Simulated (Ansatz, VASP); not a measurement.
# Two plane-wave programs on Rh

File INCAR:

```
SYSTEM = Rh
PREC = Accurate ; ENCUT = 520
EDIFF = 1E-6 ; ISMEAR = 0
SIGMA = 0.15 ; LREAL = .False.
LASPH = .True. ; NELM = 80
ALGO = Fast ; ISIF = 2
LWAVE = .False. ; LCHARG = .False.
GGA = PS ; NBANDS = 14
```

File KPOINTS:

```
Automatic mesh
0
Gamma
  24 24 24
  0 0 0
```

Contents of POSCAR:

```
Rh
1.0
   -0.4120928114      1.7194217301      1.7194217301
    1.7194217301     -0.4120928114      1.7194217301
    1.7194217301      1.7194217301     -0.4120928114
Rh
1
Direct
    0.0000000000      0.0000000000      0.0000000000
```

Input for Ansatz:

```yaml
crystal:
  lattice:
    - [-0.4120928114, 1.7194217301, 1.7194217301]
    - [1.7194217301, -0.4120928114, 1.7194217301]
    - [1.7194217301, 1.7194217301, -0.4120928114]
  atoms:
    - { symbol: Rh, position: [0.0, 0.0, 0.0] }
basis:
  ecutwfc: 420
kpoints:
  mp_grid: { grid: [24, 24, 24] }
hamiltonian:
  xc: pbesol
scf:
  occupations: { method: gaussian, width: 0.15 }
output:
  forces: true
  stress: true
  eigenvalues: true
```

Alike in both runs: task single point; functional PBEsol; k mesh 24 × 24 × 24; occupations gaussian, width 0.15 eV; no spin polarisation.

```csv
,VASP,Ansatz
version,VASP 6.6.1,Ansatz 0.2.0
potentials or method,"VASP PAW PBE potentials, release 64 (Rh_pv), cutoff 520 eV","scalar-relativistic, plane waves, PAW"
valence electrons in the cell,15,17
```

|  | VASP | Ansatz | Ansatz less VASP |
| --- | --- | --- | --- |
| gap on the k mesh at the Fermi level (eV) | none | none | - |
| pressure (GPa) | 24.8 | 24.8 | +0.04 |
| traceless stress, the component that is largest in VASP (GPa) | 13.19 | 13.19 | +0.007 |

VASP's potentials were made for PBE, not for PBEsol. A gap of «none» marks a metal or a gap that the smearing closes. VASP's potentials hold 15 valence electrons a cell and Ansatz's 17, so a difference there can come from the potentials and not from the codes.
